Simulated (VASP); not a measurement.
# CdTe (F-43m) in VASP: further runs, part 2 of 2

VASP 6.6.1.

## Step 3: Single point, PBE+D3(BJ)

This run uses another cell than the first one, of 32.92 Å³/atom.

INCAR reads:

```
  PREC = Accurate
  ENCUT = 520
  EDIFF = 1E-6
  ISMEAR = -1
  SIGMA = 0.05
  LREAL = False
  LASPH = True
  NELM = 60
  ALGO = Normal
  ISIF = 2
  LWAVE = False
  LCHARG = True
  GGA = PE
  IVDW = 12
  LELF = True
  LVHAR = True
  NBANDS = 16
```

KPOINTS reads:

```
regular mesh
0
Gamma
  7 7 7
```

POSCAR reads:

```
CdTe
1.0
    0.0000000000      3.2050000000      3.2050000000
    3.2050000000      0.0000000000      3.2050000000
    3.2050000000      3.2050000000      0.0000000000
Te Cd
1 1
Direct
    0.7500000000      0.7500000000      0.7500000000
    0.0000000000      0.0000000000      0.0000000000
```

Potentials or basis: VASP PAW PBE potentials, release 64 (Te, Cd).

On the command line:

```
cat potpaw_PBE.64/Te/POTCAR potpaw_PBE.64/Cd/POTCAR > POTCAR
mpirun -np 1 vasp_std > vasp.out
```

Wall time 34 s (1 thread of AMD EPYC 7R43 (Zen 3), shared host); peak memory 0.18 GiB.

It converged, with:

| Property | Result |
| --- | --- |
| Free energy | -5.4359 eV |
| Pressure | 2.4 GPa |
| Band gap on the k mesh | 0.87 eV |
| Dispersion energy per atom | -0.355 eV |

Levels at points of the mesh, in eV from the valence-band top:
```csv
k point,band 6,band 7,band 8,band 9,band 10,band 11,band 12,band 13
"(0.00, 0.00, 0.00)",-8.12,0.00,0.00,0.00,0.87,4.58,4.58,4.58
```

Caveat: spin-orbit coupling is left out, which moves the levels of the heavy elements. PBE gaps usually lie below the measured ones, often by a third to a half.

## Step 4: Single point, PBE+D3(BJ)

This run uses another cell than the first one, of 33.58 Å³/atom.

INCAR reads:

```
SYSTEM = CdTe
PREC = Accurate ; ENCUT = 520
EDIFF = 1E-7 ; ISMEAR = -1
SIGMA = 0.05 ; LREAL = .FALSE.
LASPH = .TRUE. ; NELM = 80
ALGO = Normal ; ISIF = 2
LWAVE = .FALSE. ; LCHARG = .FALSE.
GGA = PE ; IVDW = 12
NBANDS = 16
```

KPOINTS reads:

```
Automatic mesh
0
G
  7 7 7
  0 0 0
```

POSCAR reads:

```
CdTe
1.0
    0.0000000000      3.2262257841      3.2262257841
    3.2262257841      0.0000000000      3.2262257841
    3.2262257841      3.2262257841      0.0000000000
Te Cd
1 1
Direct
    0.7500000000      0.7500000000      0.7500000000
    0.0000000000      0.0000000000      0.0000000000
```

On the command line:

```
cat potpaw_PBE.64/Te/POTCAR potpaw_PBE.64/Cd/POTCAR > POTCAR
mpirun -np 1 vasp_std > vasp.out
```

Run time: 41 s. Hardware: 1 thread of AMD EPYC 7R43 (Zen 3), shared host; peak memory 0.19 GiB.

It converged, with:

| Item | Value |
| --- | --- |
| Free energy | -5.4515 eV |
| Pressure | 1.4 GPa |
| Band gap on the k mesh | 0.81 eV |
| Dispersion energy per atom | -0.347 eV |

Levels at points of the mesh, in eV from the valence-band top:
| k point | band 7 | band 8 | band 9 | band 10 | band 11 | band 12 |
| --- | --- | --- | --- | --- | --- | --- |
| (0.00, 0.00, 0.00) | 0.00 | 0.00 | 0.00 | 0.81 | 4.59 | 4.59 |

Caveat: spin-orbit coupling is left out, which moves the levels of the heavy elements.

## Step 5: Single point, BLYP

This run uses another cell than the first one, of 33.58 Å³/atom.

INCAR reads:

```
PREC     = Accurate       # precision mode
ENCUT    = 520            # plane-wave cutoff, eV
EDIFF    = 1E-7           # SCF threshold, eV
ISMEAR   = -1             # smearing method
SIGMA    = 0.05           # smearing width, eV
LREAL    = F              # projectors in reciprocal space
LASPH    = T              # aspherical terms in the spheres
NELM     = 60             # most SCF steps
ALGO     = Normal         # electronic algorithm
ISIF     = 2              # what is computed and relaxed
LWAVE    = F              # write WAVECAR
LCHARG   = T              # write CHGCAR
GGA      = B5             # functional
ALDAX    = 1.0          
AGGAX    = 1.0          
AGGAC    = 1.0          
ALDAC    = 0.0          
LELF     = T              # ELF
LVHAR    = T            
NBANDS   = 16             # bands
```

KPOINTS reads:

```
regular mesh
0
Gamma
  7 7 7
```

POSCAR is that of step 4.

Potentials or basis: VASP PAW PBE potentials, release 64 (Te, Cd).

On the command line:

```
cat potpaw_PBE.64/Te/POTCAR potpaw_PBE.64/Cd/POTCAR > POTCAR
mpirun -np 1 vasp_std > vasp.out
```

OUTCAR:

```text
PREC = Accurate
   ENCUT = 520
   EDIFF = 1E-7
   ISMEAR = -1
   LREAL = F
   LASPH = T
   NELM = 60
   ISIF = 2
   GGA = B5

 ion  position               nearest neighbor table
   1  0.750  0.750  0.750-   2 2.79   2 2.79   2 2.79   2 2.79
   2  0.000  0.000  0.000-   1 2.79   1 2.79   1 2.79   1 2.79

  LATTYP: Found a face centered cubic cell.
 ALAT       =     6.4524515682

  Lattice vectors:

 A1 = (   0.0000000000,   3.2262257841,   3.2262257841)
 A2 = (   3.2262257841,   0.0000000000,   3.2262257841)
 A3 = (   3.2262257841,   3.2262257841,   0.0000000000)

Analysis of symmetry for initial positions (statically):
=====================================================================
 Subroutine PRICEL returns:
 Original cell was already a primitive cell.

 Routine SETGRP: Setting up the symmetry group for a
 face centered cubic supercell.

 Subroutine GETGRP returns: Found 24 space group operations
 (whereof 24 operations were pure point group operations)
 out of a pool of 48 trial point group operations.

The static configuration has the point symmetry T_d .
[... 152 lines left out ...]
  free energy    TOTEN  =        -3.65353040 eV

  energy without entropy =       -3.65352535  energy(sigma->0) =       -3.65352787

 E-fermi :   3.2974     XC(G=0):  -8.1316

 val. band max:        2.8879638023   @ k =   0.0000   0.0000   0.0000
 cond. band min:       3.6437456073   @ k =   0.0000   0.0000   0.0000
 fundamental gap:      0.7557818051
 Fermi energy:         3.2973920852

 k-point     1 :       0.0000    0.0000    0.0000
  band No.  band energies     occupation
      1      -8.3765      2.00000
      2      -5.5102      2.00000
      3      -5.5102      2.00000
      4      -5.5102      2.00000
      5      -5.2436      2.00000
      6      -5.2436      2.00000
[... 357 lines left out ...]
      3      -5.3778      2.00000
      4      -5.2758      2.00000
      5      -5.2402      2.00000
      6      -4.6743      2.00000
[... 8 lines left out ...]
     15      13.1777      0.00000
     16      15.0047      0.00000

------------------------ aborting loop because EDIFF is reached ----------------------------------------

  FORCE on cell =-STRESS in cart. coord.  units (eV):
  Direction    XX          YY          ZZ          XY          YZ          ZX
  --------------------------------------------------------------------------------------
  -------------------------------------------------------------------------------------
  Total        2.5545586      2.5545586      2.5545586     -0.0000000      0.0000000      0.0000000
  in kB       60.9413647     60.9413647     60.9413647     -0.0000000      0.0000000      0.0000000
  external PRESSURE =      60.9413647 kB  Pullay stress =       0.0000000 kB

 VOLUME and BASIS-vectors are now :
 -----------------------------------------------------------------------------
  energy-cutoff  :      520.00
  volume of cell :       67.16
      direct lattice vectors                 reciprocal lattice vectors
     0.000000000  3.226225784  3.226225784    -0.154979854  0.154979854  0.154979854
     3.226225784  0.000000000  3.226225784     0.154979854 -0.154979854  0.154979854
     3.226225784  3.226225784  0.000000000     0.154979854  0.154979854 -0.154979854

 POSITION                                       TOTAL-FORCE (eV/Angst)
 -----------------------------------------------------------------------------------
      4.83934      4.83934      4.83934         0.000000      0.000000      0.000000
      0.00000      0.00000      0.00000        -0.000000     -0.000000     -0.000000
 -----------------------------------------------------------------------------------
    total drift:                               -0.000001     -0.000001     -0.000001

  FREE ENERGIE OF THE ION-ELECTRON SYSTEM (eV)
  ---------------------------------------------------
  free  energy   TOTEN  =        -3.6535303998 eV

  energy  without entropy=       -3.6535253478  energy(sigma->0) =       -3.65352787
```

OSZICAR:

```text
N       E                     dE             d eps       ncg     rms          rms(c)
DAV:   1     0.104492950006E+03    0.10449E+03   -0.82462E+03   648   0.973E+02
DAV:   2    -0.209952415379E+00   -0.10470E+03   -0.10016E+03   760   0.239E+02
DAV:   3    -0.390412531197E+01   -0.36942E+01   -0.36881E+01   776   0.469E+01
DAV:   4    -0.393903717053E+01   -0.34912E-01   -0.34911E-01   968   0.401E+00
DAV:   5    -0.393913366661E+01   -0.96496E-04   -0.96496E-04   856   0.192E-01    0.540E+00
DAV:   6    -0.366889371852E+01    0.27024E+00   -0.48996E-01   768   0.856E+00    0.446E+00
DAV:   7    -0.365273701358E+01    0.16157E-01   -0.11994E-01   784   0.222E+00    0.185E+00
DAV:   8    -0.365331646337E+01   -0.57945E-03   -0.10564E-02   696   0.118E+00    0.485E-01
DAV:   9    -0.365349315363E+01   -0.17669E-03   -0.88959E-04   752   0.329E-01    0.122E-01
DAV:  10    -0.365351554662E+01   -0.22393E-04   -0.10180E-04   776   0.906E-02    0.708E-02
DAV:  11    -0.365353250926E+01   -0.16963E-04   -0.47790E-05   744   0.498E-02    0.316E-02
DAV:  12    -0.365353057487E+01    0.19344E-05   -0.54119E-06   704   0.176E-02    0.156E-02
DAV:  13    -0.365353045717E+01    0.11769E-06   -0.49462E-07   808   0.356E-03    0.875E-03
DAV:  14    -0.365353039981E+01    0.57359E-07   -0.25096E-07   704   0.306E-03
   1 F= -.36535304E+01 E0= -.36535279E+01  d E =-.505200E-05
```

It took 57 s on 1 thread of AMD EPYC 7R43 (Zen 3), shared host; peak memory 0.18 GiB.

What came out:

| Item | Value |
| --- | --- |
| Free energy | -3.6535 eV |
| Pressure | 6.1 GPa |
| Band gap on the k mesh | 0.76 eV |

Levels at points of the mesh, in eV from the valence-band top:
```csv
k point,band 5,band 6,band 7,band 8,band 9,band 10,band 11,band 12,band 13,band 14
"(0.00, 0.00, 0.00)",-8.13,-8.13,0.00,0.00,0.00,0.76,4.61,4.61,4.61,7.61
```

Caveat: the cell stands under pressure; the PAW data sets were made with another functional, which shifts forces and pressure a little; spin-orbit coupling is left out, which moves the levels of the heavy elements. BLYP gaps usually lie below the measured ones, often by a third to a half.

## Step 6: Overview

| level | cell | gap on the mesh (eV) | pressure (GPa) |
| --- | --- | --- | --- |
| PBE+D3(BJ) | a = 4.502 Å, angles 60.0°, 2 atoms | 0.94 | 3.5 |
| PBE+D3(BJ) | a = 4.533 Å, angles 60.0°, 2 atoms | 0.87 | 2.4 |
| PBE+D3(BJ) | a = 4.563 Å, angles 60.0°, 2 atoms | 0.81 | 1.4 |
| BLYP | a = 4.563 Å, angles 60.0°, 2 atoms | 0.76 | 6.1 |

Alike in all rows: task single point; potentials or basis VASP PAW PBE potentials, release 64 (Te, Cd); no spin polarisation; k mesh 7 × 7 × 7; cutoff (eV) 520; smearing fermi-dirac 0.05 eV.

Caveats: spin-orbit coupling is left out, which moves the levels of the heavy elements; the cell stands under pressure (at least some runs); the PAW data sets were made with another functional, which shifts forces and pressure a little (at least some runs).

Absolute energies hang on the potentials; compare differences alone.
